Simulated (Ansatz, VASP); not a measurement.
# One calculation of V, two programs

```
V
1.0
     2.59882    0.00000    0.00000
    -1.29941    2.25065    0.00000
     0.00000    0.00000    4.66175
V
2
Direct
  0.33333 0.66667 0.25000
  0.66667 0.33333 0.75000
```

Alike in both runs: functional r2SCAN; k mesh 13 × 13 × 7; occupations fermi-dirac, width 0.05 eV; collinear spin.

Ansatz relaxed the structure, and its values are those at the end. VASP's run is a single point on that final structure, the one shown.

|  | VASP | Ansatz |
| --- | --- | --- |
| version | VASP 6.6.1 | Ansatz 0.2.0 |
| potentials or method | VASP PAW PBE potentials, release 64 (V_sv), cutoff 520 eV | plane waves (500 eV) with PAW, scalar-relativistic |
| valence electrons in the cell | 26 | 26 |

```tsv
	VASP	Ansatz	Ansatz less VASP
pressure (GPa)	0.6	0.0	-0.64
net moment per atom (μB)	0.00	0.00	0.000
```

VASP's potentials were made for PBE, not for r2SCAN. Ansatz's warnings: seeded moment not kept.
